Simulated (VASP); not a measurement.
Crystal: PtS2.

```
Pt S
1.0
     1.73914    1.00409    5.09587
    -1.73914    1.00409    5.09587
     0.00000   -2.00819    5.09587
Pt S
1 2
Direct
  0.99737 0.99737 0.99737
  0.42560 0.42560 0.42560
  0.24369 0.24369 0.24369
```

Base run:

| Item | Value |
| --- | --- |
| Program | VASP 6.6.1 |
| Functional | r2SCAN |
| Potentials or basis | VASP PAW PBE potentials, release 64 (Pt, S) |
| Cutoff | 520 eV |
| k mesh | 6 × 6 × 6 |
| Occupations | fermi-dirac, width 0.02 eV |
| Spin | no spin polarisation |

Its results: band gap on the k mesh zero (band 11 reaches 7.77 eV, above the bottom of band 12 at 7.35 eV); pressure 1.2 GPa; largest force 0.052 eV/Å.

Question: The run is repeated on the same cell with these changes: functional from r2SCAN to PBE. What comes out?

Answer: Band gap on the k mesh zero (band 11 reaches 7.89 eV, above the bottom of band 12 at 7.48 eV); pressure 3.0 GPa; largest force 0.197 eV/Å.

Caveats: spin-orbit coupling is left out, which moves the levels of the heavy elements; the PAW data sets were made with another functional, which shifts forces and pressure a little (some runs).
